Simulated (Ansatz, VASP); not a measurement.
In2O: VASP beside Ansatz

```xyz
6
Lattice="3.1920 0.0000 0.0000 -1.5960 2.7643 0.0000 0.0000 0.0000 11.0240" Properties=species:S:1:pos:R:3 pbc="T T T"
In    0.0000    1.8429    6.7064
In    1.5960    0.9214    1.1944
In    1.5960    0.9214    4.3175
In    0.0000    1.8429    9.8295
O     0.0000    1.8429    2.7560
O     1.5960    0.9214    8.2680
```

Change from the starting cell: species swapped into the Re2C type (P6_3/mmc, No. 194).

Alike in both runs: task relaxation of cell and atoms; functional PBE; k mesh 6 × 6 × 2; occupations gaussian, width 0.1 eV; no spin polarisation.

```csv
,VASP,Ansatz
version,VASP 6.6.1,Ansatz 0.2.0
potentials or method,"VASP PAW PBE potentials, release 64 (In_d, O_h), cutoff 910 eV","scalar-relativistic, plane waves, PAW"
valence electrons in the cell,64,64
```

VASP gave:

```
gap on the k mesh at the Fermi level, each at its own relaxed structure (eV) : none
relaxed volume (Å³/atom)                                                     : 20.14
relaxed cell length with the largest relative difference (Å)                 : 13.099
```

Task: Estimate Ansatz's values.

Result: gap on the k mesh at the Fermi level, each at its own relaxed structure (eV): none; relaxed volume (Å³/atom): 21.75; relaxed cell length with the largest relative difference (Å): 14.223.

A gap of «none» marks a metal or a gap that the smearing closes. One of these differences is far larger than is usual between the two programs; its cause wasn't traced.

The k mesh is coarse, so the values compare programs but aren't converged. Noted on VASP's run: the cutoff is short for stress, so the pressure is rough; the volume moved by over 15 % at a fixed basis, so the end points are rough.
